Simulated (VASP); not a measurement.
Here is a VASP 6.6.1 calculation.

Contents of INCAR:

```
PREC     = Accurate       # precision mode
ENCUT    = 600            # plane-wave cutoff, eV
EDIFF    = 1E-6           # SCF threshold, eV
ISMEAR   = 0              # smearing method
SIGMA    = 0.1            # smearing width, eV
LREAL    = F              # projectors in reciprocal space
LASPH    = T              # aspherical terms in the spheres
NELM     = 120            # most SCF steps
ALGO     = Normal         # electronic algorithm
ISIF     = 2              # what is computed and relaxed
LWAVE    = F              # write WAVECAR
LCHARG   = F              # write CHGCAR
GGA      = PE             # functional
NBANDS   = 12             # bands
GGA_COMPAT= F
```

Contents of KPOINTS:

```
regular mesh
0
Gamma
  10 10 10
```

POSCAR

```
Cu
1.0
    0.0000000000      1.8133626053      1.8133626053
    1.8133626053      0.0000000000      1.8133626053
    1.8133626053      1.8133626053      0.0000000000
Cu
1
Direct
    0.0000000000      0.0000000000      0.0000000000
```

Potentials or basis: VASP PAW PBE potentials, release 64 (Cu).

Command:

```sh
$ cat potpaw_PBE.64/Cu/POTCAR > POTCAR
$ mpirun -np 1 vasp_std > vasp.out
```

(1) What does it give for the pressure?

## Answers

(1) 1.2 GPa.
